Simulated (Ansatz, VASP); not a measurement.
Given: the input of a run of Ansatz 0.2.0 on BaTe.

The input input.yaml:

```yaml
crystal:
  lattice:
    - [0.0, 3.41, 3.2736]
    - [3.41, 0.0, 3.2736]
    - [3.41, 3.41, 0.0]
  atoms:
    - { symbol: Ba, position: [0.0, 0.0, 0.0] }
    - { symbol: Te, position: [0.5, 0.5, 0.5] }
hamiltonian:
  xc: pbe
  pseudopotentials: { kind: paw }
kpoints:
  mp_grid: { grid: [7, 7, 7] }
scf:
  occupations: { method: fermi_dirac, width: 0.05 }
output:
  forces: true
  stress: true
  eigenvalues: true
relax:
  f_tol: 0.01
  max_steps: 40
```

Potentials or basis: Ansatz PAW.

Launch:

```bash
$ ansatz run input.yaml --threads 2 --pin off --max-ram 5632MiB --backend cpu --events-out ev --progress --plain --runs-dir out
```

Question: Set up the same calculation for VASP 6.6.1. Potentials there: VASP PAW PBE potentials, release 64 (Ba_sv, Te).

Answer: As run (the cutoff follows the program's own potentials):

Contents of INCAR:

```
SYSTEM = BaTe
  PREC = Accurate
  ENCUT = 520
  EDIFF = 1E-6
  ISMEAR = -1
  SIGMA = 0.05
  LREAL = .False.
  LASPH = .True.
  NELM = 100
  ALGO = Normal
  ISIF = 2
  LWAVE = .False.
  LCHARG = .False.
  GGA = PE
  IBRION = 2
  NSW = 60
  EDIFFG = -0.01
```

Contents of KPOINTS:

```
regular mesh
0
Gamma
  7 7 7
  0 0 0
```

Contents of POSCAR:

```
BaTe
1.0
    0.0000000000      3.4100000000      3.2736000000
    3.4100000000      0.0000000000      3.2736000000
    3.4100000000      3.4100000000      0.0000000000
Ba Te
1 1
Direct
    0.0000000000      0.0000000000      0.0000000000
    0.5000000000      0.5000000000      0.5000000000
```

Potentials or basis: VASP PAW PBE potentials, release 64 (Ba_sv, Te).

Run with:

```console
$ cat potpaw_PBE.64/Ba_sv/POTCAR potpaw_PBE.64/Te/POTCAR > POTCAR
$ mpirun -np 1 vasp_std > vasp.out
```

Both were run:

|  | VASP | Ansatz | Ansatz less VASP |
| --- | --- | --- | --- |
| gap on the k mesh at the Fermi level, each at its own relaxed structure (eV) | 1.14 | 1.26 | +0.118 |

VASP's potentials hold 16 valence electrons a cell and Ansatz's 26, so a difference there can come from the potentials and not from the codes.

Spin-orbit coupling is off throughout. Noted on VASP's run: the relaxation stopped at its first step, so nothing moved. Noted on Ansatz's run: the relaxation stopped at its first step, so nothing moved; odd divisions of the mesh miss points on the zone boundary, where band edges often lie, so the gap on the mesh can be too wide.
